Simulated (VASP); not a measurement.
# Rh (P6_3/mmc) in VASP: a series of runs, part 2 of 2

VASP 6.6.1. Earlier steps stand in the parts before.

### Step 3. Single point, PBE

This run uses another cell than the first one, of 13.96 Å³/atom.

The input, INCAR:

```
PREC = Accurate ; ENCUT = 520
EDIFF = 1E-6 ; ISMEAR = -1
SIGMA = 0.15 ; LREAL = F
LASPH = T ; NELM = 80
ALGO = Fast ; ISIF = 2
LWAVE = F ; LCHARG = T
GGA = PE ; LELF = T
LVHAR = T ; NBANDS = 38
```

The input, KPOINTS:

```
regular mesh
0
Gamma
  18 18 6
```

The input, POSCAR:

```
Rh
1.0
    2.7049852244      0.0000000000      0.0000000000
   -1.3524926122      2.3425859212      0.0000000000
    0.0000000000      0.0000000000      8.8151346798
Rh
4
Direct
    0.0000000000      0.0000000000      0.0000000000
    0.3333333333      0.6666666667      0.2500000000
    0.0000000000      0.0000000000      0.5000000000
    0.6666666667      0.3333333333      0.7500000000
```

Potentials or basis: VASP PAW PBE potentials, release 64 (Rh_pv).

Started as:

```
$ cat potpaw_PBE.64/Rh_pv/POTCAR > POTCAR
$ mpirun -np 1 vasp_std > vasp.out
```

Wall time 8 min (1 thread of Intel Xeon 8259CL, shared host); peak memory 0.33 GiB.

Results (log left out):

```
Free energy            : -29.1778 eV
Pressure               : 3.0 GPa
Band gap on the k mesh : zero (bands 30 and 31 overlap by 1.94 eV)
```

Levels at points of the mesh, in eV from the Fermi level:
| k point | band 27 | band 28 | band 29 | band 30 | band 31 | band 32 | band 33 | band 34 |
| --- | --- | --- | --- | --- | --- | --- | --- | --- |
| (0.00, 0.00, 0.00) | -2.56 | -1.41 | -1.41 | -0.82 | -0.82 | -0.33 | -0.33 | 0.43 |
| (0.50, 0.00, 0.00) | 0.54 | 0.60 | 0.65 | 0.81 | 0.82 | 0.86 | 1.26 | 2.28 |
| (0.00, 0.00, 0.50) | -1.10 | -1.10 | -1.10 | -1.10 | -1.07 | -1.07 | 0.09 | 0.09 |
| (0.50, 0.00, 0.50) | -0.10 | -0.10 | 0.57 | 0.57 | 0.79 | 0.79 | 2.84 | 2.84 |

Caveat: the cell stands under pressure.

### Step 4. Single point, PBE (strained)

The input, INCAR:

```
ALGO = Fast
EDIFF = 1E-6
ENCUT = 520
GGA = PE
ISIF = 2
ISMEAR = 0
LASPH = T
LCHARG = F
LREAL = F
LWAVE = F
NBANDS = 38
NELM = 100
PREC = Accurate
SIGMA = 0.1
```

The input, KPOINTS:

```
k-points
0
Gamma
  18 18 6
```

The input, POSCAR:

```
Rh
1.0
    2.6792010935      0.0000000000      0.0000000000
   -1.3396005467      2.3202562088      0.0000000000
    0.0000000000      0.0000000000      7.9652448115
Rh
4
Direct
    0.0000000000      0.0000000000      0.0000000000
    0.3333333300      0.6666666700      0.2500000000
    0.0000000000      0.0000000000      0.5000000000
    0.6666666700      0.3333333300      0.7500000000
```

Started as:

```
$ cat potpaw_PBE.64/Rh_pv/POTCAR > POTCAR
$ mpirun -np 1 vasp_std > vasp.out
```

It took 11 min on 1 thread of AMD EPYC 7R13, shared host; peak memory 0.27 GiB.

It converged, with:

* Free energy: -27.6689 eV
* Pressure: 49.7 GPa
* Band gap on the k mesh: zero (bands 30 and 31 overlap by 2.25 eV)

Stress tensor (GPa, compression positive):
```
34.57  0.00  0.00
 0.00 34.57  0.00
 0.00  0.00 80.04
```

Levels at points of the mesh, in eV from the Fermi level:
```
           k point  band 27  band 28  band 29  band 30  band 31  band 32  band 33  band 34
(0.00, 0.00, 0.00)    -2.78    -2.06    -2.06    -1.46    -1.46    -0.30    -0.30     0.73
(0.50, 0.00, 0.00)     0.32     0.33     0.68     0.79     0.97     0.98     1.28     2.31
(0.00, 0.00, 0.50)    -1.47    -1.47    -1.47    -1.47    -0.51    -0.51     0.13     0.13
(0.50, 0.00, 0.50)    -0.17    -0.17     0.21     0.21     0.70     0.70     2.97     2.97
```

Caveat: the cell differs from its parent crystal (strained); the stress differs along the axes, from 35 to 80 GPa.

### Step 5. Single point, PBE

This run uses another cell than the first one, of 13.91 Å³/atom.

The input, INCAR:

```
PREC = Accurate
ENCUT = 520
EDIFF = 1E-6
ISMEAR = 0
SIGMA = 0.1
LREAL = F
LASPH = T
NELM = 80
ALGO = Fast
ISIF = 2
LWAVE = F
LCHARG = F
GGA = PE
NBANDS = 38
```

The input, KPOINTS:

```
Automatic mesh
0
Gamma
  18 18 6
```

The input, POSCAR:

```
Rh
1.0
    2.7006291498      0.0000000000      0.0000000000
   -1.3503145749      2.3388134499      0.0000000000
    0.0000000000      0.0000000000      8.8094123252
Rh
4
Direct
    0.0000000000      0.0000000000      0.0000000000
    0.3333333333      0.6666666667      0.2500000000
    0.0000000000      0.0000000000      0.5000000000
    0.6666666667      0.3333333333      0.7500000000
```

Started as:

```
$ cat potpaw_PBE.64/Rh_pv/POTCAR > POTCAR
$ mpirun -np 1 vasp_std > vasp.out
```

Wall time 3.9 min (1 thread of Oxide Virtual Turin-like, shared host); peak memory 0.29 GiB.

It converged, with:

```yaml
Free_energy: -28.9669 eV
Pressure: 3.1 GPa
Band_gap_on_the_k_mesh: zero (bands 30 and 31 overlap by 1.95 eV)
```

Levels at points of the mesh, in eV from the Fermi level:
```csv
k point,band 27,band 28,band 29,band 30,band 31,band 32,band 33,band 34
"(0.00, 0.00, 0.00)",-2.59,-1.43,-1.43,-0.85,-0.85,-0.35,-0.35,0.41
"(0.50, 0.00, 0.00)",0.53,0.58,0.63,0.80,0.81,0.84,1.24,2.27
"(0.00, 0.00, 0.50)",-1.13,-1.13,-1.13,-1.13,-1.10,-1.10,0.07,0.07
"(0.50, 0.00, 0.50)",-0.12,-0.12,0.56,0.56,0.78,0.78,2.83,2.83
```

Caveat: the cell stands under pressure.

### Step 6. Single point, PBE

This run uses another cell than the first one, of 14.24 Å³/atom.

The input, INCAR:

```
SYSTEM = Rh
  PREC = Accurate
  ENCUT = 520
  EDIFF = 1E-7
  ISMEAR = 0
  SIGMA = 0.1
  LREAL = .FALSE.
  LASPH = .TRUE.
  NELM = 80
  ALGO = Fast
  ISIF = 2
  LWAVE = .FALSE.
  LCHARG = .FALSE.
  GGA = PE
  NBANDS = 38
```

The input, KPOINTS:

```
regular mesh
0
G
  18 18 6
  0 0 0
```

The input, POSCAR:

```
Rh
1.0
    2.7219129057      0.0000000000      0.0000000000
   -1.3609564529      2.3572457232      0.0000000000
    0.0000000000      0.0000000000      8.8777208800
Rh
4
Direct
    0.0000000000      0.0000000000      0.0000000000
    0.3333333333      0.6666666667      0.2500000000
    0.0000000000      0.0000000000      0.5000000000
    0.6666666667      0.3333333333      0.7500000000
```

Potentials or basis: VASP PAW PBE potentials, release 64 (Rh_pv).

Started as:

```
$ cat potpaw_PBE.64/Rh_pv/POTCAR > POTCAR
$ mpirun -np 1 vasp_std > vasp.out
```

Run time: 8.9 min. Hardware: 1 thread of Oxide Virtual Turin-like, shared host; peak memory 0.29 GiB.

Results (log left out):

| Property | Result |
| --- | --- |
| Free energy | -28.9676 eV |
| Pressure | -3.0 GPa |
| Band gap on the k mesh | zero (bands 30 and 31 overlap by 1.88 eV) |

Levels at points of the mesh, in eV from the Fermi level:
```csv
k point,band 28,band 29,band 30,band 31,band 32,band 33
"(0.00, 0.00, 0.00)",-1.38,-1.38,-0.82,-0.82,-0.34,-0.34
"(0.50, 0.00, 0.00)",0.56,0.60,0.76,0.77,0.81,1.25
"(0.00, 0.00, 0.50)",-1.09,-1.09,-1.09,-1.05,-1.05,0.06
"(0.50, 0.00, 0.50)",-0.11,0.54,0.54,0.74,0.74,2.78
```

### Step 7. Relaxation of cell and atoms, PBE, target pressure 60 GPa, at which the enthalpy is minimised

This run uses another cell than the first one, of 11.96 Å³/atom.

The input, INCAR:

```
PREC = Accurate ; ENCUT = 600
EDIFF = 1E-6 ; ISMEAR = 0
SIGMA = 0.1 ; LREAL = False
LASPH = True ; NELM = 100
ALGO = Fast ; ISIF = 3
LWAVE = False ; LCHARG = False
GGA = PE ; IBRION = 2
NSW = 70 ; EDIFFG = -0.008
PSTRESS = 600.0
```

The input, KPOINTS:

```
regular mesh
0
Gamma
  18 18 6
```

The input, POSCAR:

```
Rh
1.0
    2.5673181000      0.0000000000      0.0000000000
   -1.2836590500      2.2233626942      0.0000000000
    0.0000000000      0.0000000000      8.3777248343
Rh
4
Direct
    0.0000000000      0.0000000000      0.0000000000
    0.3333333333      0.6666666667      0.2500000000
    0.0000000000      0.0000000000      0.5000000000
    0.6666666667      0.3333333333      0.7500000000
```

Started as:

```
$ cat potpaw_PBE.64/Rh_pv/POTCAR > POTCAR
$ mpirun -np 1 vasp_std > vasp.out
```

Run time: 31 min. Hardware: 1 thread of Oxide Virtual Turin-like, shared host; peak memory 0.33 GiB.

The run converged. Its results:

```yaml
Free_energy: -27.6568 eV
Relaxed_volume: 12.03 Å³/atom
Relaxed_cell: a = 2.572 Å, b = 2.572 Å, c = 8.397 Å, α = 90.00°, β = 90.00°, γ = 120.00°
Space_group_after_relaxing_to_0.1_Å: P6_3/mmc (No. 194)
Energy_change_on_relaxing_the_run_minimises_the_enthalpy: -27.5 meV/atom
Ionic_steps: 5
Pressure_after_relaxing: 60.0 GPa
Band_gap_on_the_k_mesh: zero (bands 30 and 31 overlap by 2.50 eV)
```

The path:
| step | energy change (eV) | largest force (eV/Å) | pressure (GPa) | volume (Å³) |
| --- | --- | --- | --- | --- |
| 1 | 0.0000 | 0.0000 | 63.24 | 47.82 |
| 2 | -0.5723 | 0.0000 | 45.47 | 49.52 |
| 3 | -0.1122 | 0.0000 | 59.92 | 48.11 |
| 4 | -0.1097 | 0.0000 | 60.07 | 48.11 |
| 5 | -0.1098 | 0.0000 | 60.02 | 48.11 |

Final structure:
```cif
data_structure
_symmetry_space_group_name_H-M 'P 1'
_symmetry_Int_Tables_number 1
_cell_length_a 2.5720
_cell_length_b 2.5720
_cell_length_c 8.3970
_cell_angle_alpha 90.000
_cell_angle_beta 90.000
_cell_angle_gamma 120.000
_cell_volume 48.11
loop_
_atom_site_label
_atom_site_type_symbol
_atom_site_fract_x
_atom_site_fract_y
_atom_site_fract_z
_atom_site_occupancy
Rh1 Rh 0.00000 0.00000 0.00000 1
Rh2 Rh 0.33333 0.66667 0.25000 1
Rh3 Rh 0.00000 0.00000 0.50000 1
Rh4 Rh 0.66667 0.33333 0.75000 1
```

Levels at points of the mesh, in eV from the Fermi level:
```
           k point  band 27  band 28  band 29  band 30  band 31  band 32  band 33  band 34
(0.00, 0.00, 0.00)    -3.25    -1.79    -1.79    -1.08    -1.08    -0.42    -0.42     0.53
(0.50, 0.00, 0.00)     0.70     0.75     0.83     1.05     1.05     1.10     1.21     2.40
(0.00, 0.00, 0.50)    -1.41    -1.41    -1.41    -1.41    -1.38    -1.38     0.09     0.09
(0.50, 0.00, 0.50)    -0.15    -0.15     0.74     0.74     1.02     1.02     3.28     3.28
```

Caveat: the cell is relaxed towards a set pressure, so the run minimises the enthalpy, not the energy; the highest band is partly filled, so the run has too few bands.

### Step 8. Summary

```tsv
task	cell	cutoff (eV)	smearing	gap on the mesh (eV)	pressure (GPa)
single point	a = 2.668, b = 2.668, c = 8.699 Å, angles 90.0, 90.0, 120.0°, 4 atoms	520	fermi-dirac 0.15 eV	none	15.0
single point	a = 2.705, b = 2.705, c = 8.815 Å, angles 90.0, 90.0, 120.0°, 4 atoms	520	fermi-dirac 0.15 eV	none	3.0
single point	a = 2.679, b = 2.679, c = 7.965 Å, angles 90.0, 90.0, 120.0°, 4 atoms	520	gaussian 0.1 eV	none	49.7
single point	a = 2.701, b = 2.701, c = 8.809 Å, angles 90.0, 90.0, 120.0°, 4 atoms	520	gaussian 0.1 eV	none	3.1
single point	a = 2.722, b = 2.722, c = 8.878 Å, angles 90.0, 90.0, 120.0°, 4 atoms	520	gaussian 0.1 eV	none	-3.0
relaxation of cell and atoms	relaxed to 60 GPa from a = 2.567, b = 2.567, c = 8.378 Å, angles 90.0, 90.0, 120.0°, 4 atoms	600	gaussian 0.1 eV	none	60.0
```

Alike in all rows: level PBE; potentials or basis VASP PAW PBE potentials, release 64 (Rh_pv); no spin polarisation; k mesh 18 × 18 × 6.

Caveats: the cell stands under pressure (at least some runs); the stress differs along the axes, from 35 to 80 GPa (at least some runs); the cell is relaxed towards a set pressure, so the run minimises the enthalpy, not the energy (at least some runs); the highest band is partly filled, so the run has too few bands (at least some runs).

Absolute energies hang on the potentials; compare differences alone.
